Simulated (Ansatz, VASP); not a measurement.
# One calculation of P, two programs

```
CELL_PARAMETERS angstrom
1.68618 -5.17220 0.00000
1.68618 5.17220 0.00000
0.00000 0.00000 4.16686
ATOMIC_POSITIONS crystal
P 0.10638 0.89362 0.92810
P 0.60638 0.39362 0.57190
P 0.89362 0.10638 0.07190
P 0.39362 0.60638 0.42810
```

Change from the starting cell: strain +0.0150 x Voigt [1, 1, 0, 0, 0, 0], atoms carried along.

Alike in both runs: task single point; functional PBE; dispersion D3(BJ); k mesh 16 × 16 × 12; occupations gaussian, width 0.15 eV; no spin polarisation.

|  | VASP | Ansatz |
| --- | --- | --- |
| version | VASP 6.6.1 | Ansatz 0.2.0 |
| potentials or method | VASP PAW PBE potentials, release 64 (P), cutoff 520 eV | scalar-relativistic, plane waves, PAW |
| valence electrons in the cell | 20 | 20 |

Ansatz gave:

* gap on the k mesh at the Fermi level (eV): none
* pressure (GPa): -2.6
* traceless stress, the component that is largest in VASP (GPa): 1.14
* rms of the force components (eV/Å): 0.139

Q: Which values does VASP return?

A: gap on the k mesh at the Fermi level (eV): none; pressure (GPa): -2.9; traceless stress, the component that is largest in VASP (GPa): 1.19; rms of the force components (eV/Å): 0.167.

Atom by atom the forces differ by 0.033 eV/Å (rms over components). A gap of «none» marks a metal or a gap that the smearing closes.
